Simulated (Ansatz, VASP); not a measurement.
## Na2C2O5: VASP beside Ansatz

```
CELL_PARAMETERS angstrom
3.53345 0.00000 0.24122
0.00000 6.36468 0.00000
-0.21091 0.00000 9.86511
ATOMIC_POSITIONS crystal
Na 0.74645 0.47852 0.88670
Na 0.25355 0.97852 0.11330
Na 0.31194 0.24389 0.58145
Na 0.68806 0.74389 0.41855
C 0.16379 0.75258 0.68318
C 0.83621 0.25258 0.31682
C 0.83784 0.03403 0.83197
C 0.16216 0.53403 0.16803
O 0.18000 0.86115 0.57747
O 0.82000 0.36115 0.42253
O 0.75602 0.06069 0.95590
O 0.24398 0.56069 0.04410
O 0.99003 0.83135 0.80625
O 0.00997 0.33135 0.19375
O 0.80102 0.16244 0.73762
O 0.19898 0.66244 0.26238
O 0.28368 0.56974 0.70137
O 0.71632 0.06974 0.29863
```

Alike in both runs: functional PBE; k mesh 6 × 4 × 2; occupations gaussian, width 0.1 eV; no spin polarisation.

Ansatz relaxed the structure, and its values are those at the end. VASP's run is a single point on that final structure, the one shown.

```csv
,VASP,Ansatz
version,VASP 6.6.1,Ansatz 0.2.0
potentials or method,"VASP PAW PBE potentials, release 64 (Na_pv, C, O), cutoff 600 eV","scalar-relativistic, plane waves, PAW"
valence electrons in the cell,104,112
```

VASP gave:

* gap on the k mesh at the Fermi level (eV): 5.10
* least direct gap on the mesh (eV): 5.16
* pressure (GPa): 0.6
* rms of the force components (eV/Å): 0.137

**Question.** Estimate Ansatz's values.

**Answer.** gap on the k mesh at the Fermi level (eV): 5.10; least direct gap on the mesh (eV): 5.16; pressure (GPa): 0.0; rms of the force components (eV/Å): 0.008.

One of these differences is far larger than is usual between the two programs; its cause wasn't traced. VASP's potentials hold 104 valence electrons a cell and Ansatz's 112, so a difference there can come from the potentials and not from the codes.

Noted on VASP's run: the standard files for N, O and F lose accuracy on very short bonds.
